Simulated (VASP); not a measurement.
A run of VASP 6.6.1:

INCAR

```
PREC = Accurate
ENCUT = 520
EDIFF = 1E-6
ISMEAR = 0
SIGMA = 0.1
LREAL = F
LASPH = T
NELM = 120
ALGO = Normal
ISIF = 2
LWAVE = F
LCHARG = F
GGA = PS
NBANDS = 16
GGA_COMPAT = F
```

File KPOINTS:

```
regular mesh
0
Gamma
  2 2 2
```

The input POSCAR:

```
Mg
1.0
    0.0000000000      4.4885120000      4.4885120000
    4.4885120000      0.0000000000      4.4885120000
    4.4885120000      4.4885120000      0.0000000000
Mg
7
Direct
    0.0000000000      0.0000000000      0.0718004096
    0.0120673622      0.5262629352     -0.0150732581
   -0.0120673622      0.4737370648      0.5232570393
    0.5262629352      0.0120673622     -0.0150732581
    0.4737370648     -0.0120673622      0.5232570393
    0.5000000000      0.5000000000      0.0094744093
    0.5000000000      0.5000000000      0.4856910263
```

Potentials or basis: VASP PAW PBE potentials, release 64 (Mg).

Launch:

```sh
$ cat potpaw_PBE.64/Mg/POTCAR > POTCAR
$ mpirun -np 1 vasp_std > vasp.out
```

Hardware: 1 thread of Intel(R) Xeon(R) 6975P-C (Granite Rapids), with other jobs on the host.

Problem. How long does it take, and how much memory?

Solution. Run time: 27 s on 1 thread of Intel(R) Xeon(R) 6975P-C (Granite Rapids), on a shared host, peak memory 0.29 GiB. Counts: scf iterations 11, k points 5.
